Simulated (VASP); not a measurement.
Crystal: MgZn2TeS2.

```
Mg Zn Te S
1.0
     5.45284    0.00000    0.00000
     0.00000    5.45284    0.00000
     0.00000    0.00000    5.25509
Mg Zn Te S
1 2 1 2
Direct
  0.00000 0.00000 0.50000
  0.00000 0.50000 0.50000
  0.50000 0.00000 0.50000
  0.00000 0.00000 0.00000
  0.50000 0.50000 0.81306
  0.50000 0.50000 0.18694
```

The cell was generated, and may not be a known phase.

- Program: VASP 6.6.1
- Task: relaxation of cell and atoms
- Functional: PBE
- Potentials or basis: VASP PAW PBE potentials, release 64 (Mg, Zn, Te, S)
- Cutoff: 600 eV
- k mesh: 4 × 4 × 4
- Occupations: gaussian, width 0.1 eV
- Spin: no spin polarisation

At the start: pressure -0.4 GPa; volume 26.04 Å³/atom.

**Question.** Where does the relaxation end?

**Answer.** Over 5 steps the energy falls by 4.4 meV/atom and the volume is 25.82 Å³/atom (-0.9 %); space group P4/mmm (No. 123, to 0.1 Å) before and after.

The path:
```csv
step,energy change (eV),largest force (eV/Å),pressure (GPa),volume (Å³)
1,0.0000,0.0959,-0.43,156.25
2,-0.0174,0.5604,0.43,154.66
3,-0.0177,0.5038,0.33,154.85
4,-0.0258,0.1208,-0.01,154.93
5,-0.0264,0.0100,0.10,154.92
```

Final structure:
```yaml
crystal:
  lattice:
    - [5.48572, 0.00000, 0.00000]
    - [0.00000, 5.48572, 0.00000]
    - [0.00000, 0.00000, 5.14791]
  atoms:
    - { symbol: Mg, position: [0.00000, 0.00000, 0.50000] }
    - { symbol: Zn, position: [0.00000, 0.50000, 0.50000] }
    - { symbol: Zn, position: [0.50000, 0.00000, 0.50000] }
    - { symbol: Te, position: [0.00000, 0.00000, 0.00000] }
    - { symbol: S, position: [0.50000, 0.50000, 0.80882] }
    - { symbol: S, position: [0.50000, 0.50000, 0.19118] }
```
